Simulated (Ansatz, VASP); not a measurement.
**One calculation of TiO2, two programs**

INCAR

```
SYSTEM = TiO2
PREC     = Accurate       ! precision mode
ENCUT    = 520            ! plane-wave cutoff, eV
EDIFF    = 1E-8           ! SCF threshold, eV
ISMEAR   = -1             ! smearing method
SIGMA    = 0.05           ! smearing width, eV
LREAL    = .FALSE.        ! projectors in reciprocal space
LASPH    = .TRUE.         ! aspherical terms in the spheres
NELM     = 100            ! most SCF steps
ALGO     = Normal         ! electronic algorithm
ISIF     = 2              ! what is computed and relaxed
LWAVE    = .FALSE.        ! write WAVECAR
LCHARG   = .FALSE.        ! write CHGCAR
GGA      = CA             ! functional
LEFG     = .TRUE.       
NBANDS   = 33             ! bands
```

Contents of KPOINTS:

```
Automatic mesh
0
G
  7 7 10
  0 0 0
```

File POSCAR:

```
TiO2
1.0
    4.5940000000      0.0229700000      0.0229700000
    0.0229700000      4.5940000000      0.0229700000
    0.0147950000      0.0147950000      2.9590000000
Ti O
2 4
Direct
    0.0000000000      0.0000000000      0.0000000000
    0.5000000000      0.5000000000      0.5000000000
    0.3060000000      0.3060000000      0.0000000000
    0.1940000000      0.8060000000      0.5000000000
    0.6940000000      0.6940000000      0.0000000000
    0.8060000000      0.1940000000      0.5000000000
```

Input for Ansatz:

```yaml
crystal:
  lattice:
    - [4.594, 0.02297, 0.02297]
    - [0.02297, 4.594, 0.02297]
    - [0.014795, 0.014795, 2.959]
  atoms:
    - { symbol: Ti, position: [0.0, 0.0, 0.0] }
    - { symbol: Ti, position: [0.5, 0.5, 0.5] }
    - { symbol: O, position: [0.306, 0.306, 0.0] }
    - { symbol: O, position: [0.194, 0.806, 0.5] }
    - { symbol: O, position: [0.694, 0.694, 0.0] }
    - { symbol: O, position: [0.806, 0.194, 0.5] }
kpoints:
  mp_grid: { grid: [7, 7, 10] }
scf:
  occupations: { method: fermi_dirac, width: 0.05 }
hamiltonian:
  xc: lda
  pseudopotentials: { kind: all_electron, datasets: crystal }
output:
  forces: true
  stress: true
  eigenvalues: true
  efg: { contact_densities: true }
```

Change from the starting cell: equal xy, yz and zx shear strains of +1 %, crystal datasets.

Alike in both runs: task electric field gradients; functional LDA; k mesh 7 × 7 × 10; occupations fermi-dirac, width 0.05 eV; no spin polarisation.

|  | VASP | Ansatz |
| --- | --- | --- |
| version | VASP 6.6.1 | Ansatz 0.2.0 |
| potentials or method | VASP PAW LDA potentials, release 64 (Ti_sv, O), cutoff 520 eV | all-electron PAW with datasets made for the crystal, scalar-relativistic |

```csv
,VASP,Ansatz,Ansatz less VASP
gap on the k mesh at the Fermi level (eV),1.82,1.85,+0.024
pressure (GPa),-6.7,-7.6,-0.96
"traceless stress, the component that is largest in VASP (GPa)",-2.18,-2.16,+0.022
rms of the force components (eV/Å),0.071,0.056,-0.0150
size of Vzz on the site where it differs most (V/Å²),29.5,28.1,-1.37
```

LDA's correlation is that of Perdew and Zunger in VASP and of Perdew and Wang (1992) in Ansatz. Atom by atom the forces differ by 0.016 eV/Å (rms over components). Ansatz ran all-electron here, and VASP with PAW potentials.
